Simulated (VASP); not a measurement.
Crystal: TiTe2.

```xyz
3
Lattice="0.0000 3.4429 3.4429 3.4429 0.0000 3.4429 3.4429 3.4429 0.0000" Properties=species:S:1:pos:R:3 pbc="T T T"
Ti    0.0000    0.0000    0.0000
Te    1.7214    1.7214    1.7214
Te    5.1643    5.1643    5.1643
```

Base run:

| Item | Value |
| --- | --- |
| Program | VASP 6.6.1 |
| Functional | PBE |
| Potentials or basis | VASP PAW PBE potentials, release 64 (Ti_sv, Te) |
| Cutoff | 520 eV |
| k mesh | 10 × 10 × 10 |
| Occupations | gaussian, width 0.05 eV |
| Spin | no spin polarisation |

Its results: band gap on the k mesh zero (band 12 reaches 7.46 eV, above the bottom of band 13 at 7.18 eV); pressure 0.0 GPa.

Question: After a change of settings the same cell gave: band gap on the k mesh zero (band 12 reaches 7.22 eV, above the bottom of band 13 at 6.94 eV); pressure -4.6 GPa. Which change was it?
A. cutoff from 520 eV to 500 eV; occupations from gaussian, width 0.05 eV to tetrahedron
B. functional from PBE to r2SCAN; cutoff from 520 eV to 550 eV
C. cutoff from 520 eV to 500 eV; occupations from gaussian, width 0.05 eV to methfessel-paxton, width 0.001 eV
D. functional from PBE to LDA; potentials or basis from VASP PAW PBE potentials, release 64 (Ti_sv, Te) to VASP PAW LDA potentials, release 64 (Ti_sv, Te); cutoff from 520 eV to 500 eV

Answer: D.

Caveats: spin-orbit coupling is left out, which moves the levels of the heavy elements.
